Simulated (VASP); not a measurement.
Input of a VASP 6.6.1 run:

Contents of INCAR:

```
  PREC = Accurate
  ENCUT = 520
  EDIFF = 1E-6
  ISMEAR = 0
  SIGMA = 0.01
  LREAL = False
  LASPH = True
  NELM = 60
  ALGO = Normal
  ISIF = 2
  LWAVE = False
  LCHARG = False
  GGA = PS
  NBANDS = 20
```

Contents of KPOINTS:

```
Automatic mesh
0
Gamma
  6 6 6
```

POSCAR

```
SnO2
1.0
    1.6170930800      0.9336291200      4.8005925800
   -1.6170930800      0.9336291200      4.8005925800
    0.0000000000     -1.8672582400      4.8005925800
Sn O
1 2
Direct
    0.5000000007      0.5000000007      0.5000000007
    0.2371700002      0.2371700002      0.2371700002
    0.7628300005      0.7628300005      0.7628300005
```

Potentials or basis: VASP PAW PBE potentials, release 64 (Sn_d, O).

Launch:

```bash
$ cat potpaw_PBE.64/Sn_d/POTCAR potpaw_PBE.64/O/POTCAR > POTCAR
$ mpirun -np 1 vasp_std > vasp.out
```

**Question.** Predict the largest force.

**Answer.** 0.347 eV/Å.

**Question.** Estimate the pressure.

**Answer.** -4.6 GPa.

**Question.** What does it give for the band gap on the k mesh?

**Answer.** 1.85 eV, indirect (least direct gap 1.97 eV).

Forces in eV/Å, atoms in the order of the input:
```
Sn   0.000  0.000  0.000
O    0.000  0.000 -0.347
O    0.000  0.000  0.347
```

Caveat: the PAW data sets were made with another functional, which shifts forces and pressure a little; spin-orbit coupling is left out, which moves the levels of the heavy elements. Expect the measured gap to be larger: semilocal functionals such as PBEsol lack the derivative discontinuity.
